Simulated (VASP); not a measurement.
# Pt (C2/m) in VASP: single point with PBEsol

Aim: the single point of Pt with PBEsol.

Everything below comes from runs of VASP 6.6.1. Logs are shortened: lines on timing, memory, paths and dates and some standing lists are left out, and cuts for length are marked.

**1. The cell of the first run**

The structure is monoclinic, space group C2/m (No. 12). The conventional cell has a = 4.721 Å, b = 2.725 Å, c = 4.707 Å, α = 90.00°, β = 91.72°, γ = 90.00°. Pt (site symmetry m) has 12 Pt at 2.73 to 2.87 Å within 3.6 Å.

**2. Single point, PBEsol (strain +0.0300 x Voigt [0, 0, 0, 1, 0, 0])**

INCAR reads:

```
SYSTEM = Pt
PREC = Accurate
ENCUT = 520
EDIFF = 1E-6
ISMEAR = 0
SIGMA = 0.15
LREAL = .False.
LASPH = .True.
NELM = 100
ALGO = Fast
ISIF = 2
LWAVE = .False.
LCHARG = .False.
GGA = PS
NBANDS = 17
```

KPOINTS reads:

```
Automatic mesh
0
Gamma
  24 24 14
  0 0 0
```

POSCAR reads:

```
Pt
1.0
    2.7251696197      0.0000000000      0.0000000000
   -1.3625848098      2.3600661203      0.0354009918
    0.0000000000      0.0706020845      4.7068056347
Pt
2
Direct
    0.6666666667      0.3333333333      0.7500000000
    0.3333333333      0.6666666667      0.2500000000
```

Potentials or basis: VASP PAW PBE potentials, release 64 (Pt).

Started as:

```console
$ cat potpaw_PBE.64/Pt/POTCAR > POTCAR
$ mpirun -np 1 vasp_std > vasp.out
```

OUTCAR:

```text
SYSTEM = Pt
   PREC = Accurate
   ENCUT = 520
   EDIFF = 1E-6
   ISMEAR = 0
   LREAL = .False.
   LASPH = .True.
   NELM = 100
   ISIF = 2
   GGA = PS

 ion  position               nearest neighbor table
   1  0.667  0.333  0.750-   2 2.79   2 2.81   2 2.81   2 2.85   2 2.85   2 2.87
   2  0.333  0.667  0.250-   1 2.79   1 2.81   1 2.81   1 2.85   1 2.85   1 2.87

  LATTYP: Found a base centered monoclinic cell.
 ALAT       =     4.7206632256
 B/A-ratio  =     0.5772853282
 C/A-ratio  =     0.9971766456
 COS(beta)  =    -0.0299932515

  Lattice vectors:

 A1 = (  -1.3625848099,  -2.3600661203,  -0.0354009918)
 A2 = (   1.3625848098,  -2.3600661203,  -0.0354009918)
 A3 = (   0.0000000000,   0.0706020845,   4.7068056347)

Analysis of symmetry for initial positions (statically):
=====================================================================
 Subroutine PRICEL returns:
 Original cell was already a primitive cell.

 Routine SETGRP: Setting up the symmetry group for a
 base centered monoclinic supercell.

 Subroutine GETGRP returns: Found  4 space group operations
 (whereof  4 operations were pure point group operations)
 out of a pool of  4 trial point group operations.

The static configuration has the point symmetry C_2h.

Analysis of symmetry for dynamics (positions and initial velocities):
=====================================================================
 Subroutine PRICEL returns:
 Original cell was already a primitive cell.

 Routine SETGRP: Setting up the symmetry group for a
 base centered monoclinic supercell.

 Subroutine GETGRP returns: Found  4 space group operations
 (whereof  4 operations were pure point group operations)
 out of a pool of  4 trial point group operations.

The dynamic configuration has the point symmetry C_2h.

 Subroutine INISYM returns: Found  4 space group operations
 (whereof  4 operations are pure point group operations),
 and found     1 'primitive' translations

----------------------------------------------------------------------------------------

                                     Primitive cell

  volume of cell :      30.2654

  direct lattice vectors                    reciprocal lattice vectors
     2.725169620  0.000000000  0.000000000     0.366949636  0.211906150 -0.003178592
    -1.362584810  2.360066120  0.035400992     0.000000000  0.423812300 -0.006357184
     0.000000000  0.070602084  4.706805635     0.000000000 -0.003187592  0.212506130

  length of vectors
     2.725169620  2.725399546  4.707335121     0.423752705  0.423859976  0.212530036

  position of ions in fractional coordinates (direct lattice)
     0.666666667  0.333333333  0.750000000
     0.333333333  0.666666667  0.250000000

  ion indices of the primitive-cell ions
   primitive index   ion index
                 1           1
                 2           2

----------------------------------------------------------------------------------------

 KPOINTS: Automatic mesh

Automatic generation of k-mesh.
 Grid dimensions read from file:
 generate k-points for:   24   24   14

 Generating k-lattice:

  Cartesian coordinates                     Fractional coordinates (reciprocal lattice)
     0.015289568  0.008829423 -0.000132441     0.041666667  0.000000000  0.000000000
     0.000000000  0.017658846 -0.000264883     0.000000000  0.041666667  0.000000000
     0.000000000 -0.000227685  0.015179009     0.000000000  0.000000000  0.071428571

  Length of vectors
     0.017656363  0.017660832  0.015180717

  Shift w.r.t. Gamma in fractional coordinates (k-lattice)
     0.000000000  0.000000000  0.000000000

 Subroutine IBZKPT returns following result:
 ===========================================

 Found   2114 irreducible k-points:

 Following reciprocal coordinates:
            Coordinates               Weight
  0.000000  0.000000  0.000000      1.000000
  0.041667  0.000000  0.000000      4.000000
  0.083333 -0.000000  0.000000      4.000000
  0.125000 -0.000000  0.000000      4.000000
  0.166667  0.000000  0.000000      4.000000
  0.208333  0.000000  0.000000      4.000000
[... 16 lines left out ...]
  0.375000  0.041667  0.000000      4.000000
  0.416667  0.041667 -0.000000      4.000000
 [... further k-points ...]
   k-points           NKPTS =   2114   k-points in BZ     NKDIM =   2114   number of bands    NBANDS=     17
   number of dos      NEDOS =    301   number of ions     NIONS =      2
   total plane-waves  NPLWV =  14400
   dimension x,y,z NGX =    20 NGY =   20 NGZ =   36
   dimension x,y,z NGXF=    40 NGYF=   40 NGZF=   72
   ions per type =               2
   NGX,Y,Z   is equivalent  to a cutoff of  12.20, 12.20, 12.71 a.u.
   NGXF,Y,Z  is equivalent  to a cutoff of  24.40, 24.40, 25.43 a.u.
 SYSTEM =  Pt
   PREC   = accura    normal or accurate (medium, high low for compatibility)
   ISTART =      0    job   : 0-new  1-cont  2-samecut
   ICHARG =      2    charge: 1-file 2-atom 10-const
   ISPIN  =      1    spin polarized calculation?
   LNONCOLLINEAR =      F non collinear calculations
   LSORBIT =      F    spin-orbit coupling
   LASPH  =      T    aspherical Exc in radial PAW
   ENCUT  =  520.0 eV  38.22 Ry    6.18 a.u.   5.07  5.07  8.75*2*pi/ulx,y,z
   NELM   =    100;   NELMIN=  2; NELMDL= -5     # of ELM steps
   EDIFF  = 0.1E-05   stopping-criterion for ELM
   LREAL  =      F    real-space projection
[... 7 lines left out ...]
   TEBEG  =    0.0;   TEEND  =   0.0 temperature during run
   PSTRESS=    0.0 pullay stress
   NELECT =      20.0000    total number of electrons
   NUPDOWN=      -1.0000    fix difference up-down
   EMIN   =  10.00;   EMAX   =-10.00  energy-range for DOS
   EFERMI =   0.00;   METHOD = LEGACY
   ISMEAR =     0;   SIGMA  =   0.15  broadening in eV -4-tet -1-fermi 0-gaus
   EFERMI_NEDOS =   21; number of points for ismear=-14 and -15
   IALGO  =     68    algorithm
   IMIX   =      4    mixing-type and parameters
     AMIX     =   0.40;   BMIX     =  1.00
     AMIX_MAG =   1.60;   BMIX_MAG =  1.00
  volume/ion in A,a.u.               =      15.13       102.12
  Fermi-wavevector in a.u.,A,eV,Ry     =   1.425945  2.694645 27.664983  2.033319
  Thomas-Fermi vector in A             =   2.546275
   LORBIT       =      0    0 simple, 1 ext, 2 COOP (PROOUT), +10 PAW based schemes
   GGA     = PS    functional components
   LHFCALC =     F    Hartree Fock is set to
   AEXX    =    0.0000 exact exchange contribution
   IVDW    =     0    specifies the selected vdW correction
   LEPSILON=     F    determine dielectric tensor
   LRPA    =     F    only Hartree local field effects (RPA)
 non-spin polarized calculation
 RMM-DIIS sequential band-by-band and
 Gauss-broadening in eV      SIGMA  =   0.15
  energy-cutoff  :      520.00
  volume of cell :       30.27
 maximum number of plane-waves:       833
   NGX = 11   NGY = 11   NGZ = 17

 number of electron      20.0000000 magnetization

 Free energy of the ion-electron system (eV)
  ---------------------------------------------------
  ext. energy  EPLUGINS =         0.00000000
  ---------------------------------------------------
  free energy    TOTEN  =       -13.81849256 eV

  energy without entropy =      -13.77786285  energy(sigma->0) =      -13.79817771

 E-fermi :  11.0048     XC(G=0): -13.6033

 val. band max:       11.0047072894   @ k =  -0.3750   0.0000   0.2143
 cond. band min:      11.0050522397   @ k =   0.0417   0.3333  -0.0000
 fundamental gap:      0.0003449503
 Fermi energy:        11.0047832011

 k-point     1 :       0.0000    0.0000    0.0000
  band No.  band energies     occupation
      1       0.7698      2.00000
      2       3.5008      2.00000
      3       6.7954      2.00000
      4       7.3370      2.00000
      5       7.3374      2.00000
      6       7.7358      2.00000
[... 9 lines left out ...]
     16      28.2746      0.00000
     17      32.4133      0.00000

 k-point     2 :       0.0417    0.0000    0.0000
  band No.  band energies     occupation
      1       0.8356      2.00000
      2       3.5620      2.00000
      3       6.7913      2.00000
      4       7.3301      2.00000
      5       7.3883      2.00000
      6       7.7047      2.00000
[... 9 lines left out ...]
     16      28.3744      0.00000
     17      32.0342      0.00000

 k-point     3 :       0.0833   -0.0000    0.0000
  band No.  band energies     occupation
      1       1.0302      2.00000
      2       3.7399      2.00000
      3       6.7544      2.00000
      4       7.3351      2.00000
      5       7.5405      2.00000
      6       7.6146      2.00000
[... 9 lines left out ...]
     16      28.6199      0.00000
     17      31.0835      0.00000

 k-point     4 :       0.1250   -0.0000    0.0000
  band No.  band energies     occupation
      1       1.3450      2.00000
      2       4.0146      2.00000
      3       6.6531      2.00000
      4       7.3279      2.00000
      5       7.5726      2.00000
      6       7.7878      2.00000
[... 9 lines left out ...]
     16      28.7334      0.00000
     17      30.2509      0.00000

 k-point     5 :       0.1667    0.0000    0.0000
  band No.  band energies     occupation
      1       1.7639      2.00000
      2       4.3416      2.00000
      3       6.5256      2.00000
      4       7.1843      2.00000
      5       7.4065      2.00000
      6       7.7548      2.00000
[... 9 lines left out ...]
     16      28.7594      0.00000
     17      29.1947      0.00000

 k-point     6 :       0.2083    0.0000    0.0000
  band No.  band energies     occupation
      1       2.2607      2.00000
      2       4.6328      2.00000
      3       6.4693      2.00000
      4       6.8476      2.00000
      5       7.0136      2.00000
      6       8.0605      2.00000
[... 9 lines left out ...]
     16      28.1682      0.00000
     17      29.3007      0.00000
[... 281 lines left out ...]
 k-point    21 :       0.2917    0.0417   -0.0000
  band No.  band energies     occupation
      1       3.5750      2.00000
      2       4.7168      2.00000
      3       5.7256      2.00000
      4       6.7427      2.00000
      5       7.1851      2.00000
      6       7.7506      2.00000
[... 9 lines left out ...]
     16      26.1633      0.00000
     17      27.8523      0.00000

 k-point    22 :       0.3333    0.0417   -0.0000
  band No.  band energies     occupation
      1       3.9193      2.00000
      2       4.5688      2.00000
      3       5.4106      2.00000
      4       6.9292      2.00000
      5       7.5226      2.00000
      6       7.6184      2.00000
[... 9 lines left out ...]
     16      25.5767      0.00000
     17      26.0377      0.00000

 k-point    23 :       0.3750    0.0417    0.0000
  band No.  band energies     occupation
      1       4.1143      2.00000
      2       4.4322      2.00000
      3       5.1718      2.00000
      4       7.2075      2.00000
      5       7.5087      2.00000
      6       7.7010      2.00000
[... 9 lines left out ...]
     16      24.4190      0.00000
     17      25.1216      0.00000

 k-point    24 :       0.4167    0.0417   -0.0000
  band No.  band energies     occupation
      1       4.1938      2.00000
      2       4.3387      2.00000
      3       5.0114      2.00000
      4       7.4371      2.00000
      5       7.4480      2.00000
      6       7.7508      2.00000
[... 9 lines left out ...]
     16      23.4746      0.00000
     17      24.7383      0.00000

 [... further k-points ...]
[... 5 lines left out ...]
  --------------------------------------------------------------------------------------
  -------------------------------------------------------------------------------------
  Total        0.0170687      0.0378203     -0.1281206      0.0000000     -0.1241151     -0.0000000
  in kB        0.9035778      2.0021141     -6.7824008      0.0000000     -6.5703570     -0.0000000
  external PRESSURE =      -1.2922363 kB  Pullay stress =       0.0000000 kB

 VOLUME and BASIS-vectors are now :
 -----------------------------------------------------------------------------
  energy-cutoff  :      520.00
  volume of cell :       30.27
      direct lattice vectors                 reciprocal lattice vectors
     2.725169620  0.000000000  0.000000000     0.366949636  0.211906150 -0.003178592
    -1.362584810  2.360066120  0.035400992     0.000000000  0.423812300 -0.006357184
     0.000000000  0.070602084  4.706805635     0.000000000 -0.003187592  0.212506130

 POSITION                                       TOTAL-FORCE (eV/Angst)
 -----------------------------------------------------------------------------------
      1.36258      0.83964      3.54190         0.000000      0.006076     -0.001460
     -0.00000      1.59103      1.20030        -0.000000     -0.006076      0.001460
 -----------------------------------------------------------------------------------
    total drift:                                0.000000     -0.000000      0.000000

  FREE ENERGIE OF THE ION-ELECTRON SYSTEM (eV)
  ---------------------------------------------------
  free  energy   TOTEN  =       -13.8184925584 eV

  energy  without entropy=      -13.7778628534  energy(sigma->0) =      -13.79817771
```

It took 7.9 min on 1 thread of AMD EPYC 9R14 (Zen 4), shared host; peak memory 0.87 GiB.

Results:

* Free energy: -13.8185 eV
* Pressure: -0.1 GPa
* Largest force: 0.006 eV/Å
* Band gap on the k mesh: zero (bands 10 and 11 overlap by 1.35 eV)

Forces in eV/Å, atoms in the order of the input:
```
Pt   0.000  0.006 -0.001
Pt   0.000 -0.006  0.001
```

Stress tensor (GPa, compression positive):
```
 0.09  0.00  0.00
 0.00  0.20 -0.66
 0.00 -0.66 -0.68
```

Caveat: the cell differs from its parent crystal (strain +0.0300 x Voigt [0, 0, 0, 1, 0, 0]); the PAW data sets were made with another functional, which shifts forces and pressure a little; spin-orbit coupling is left out, which moves the levels of the heavy elements.
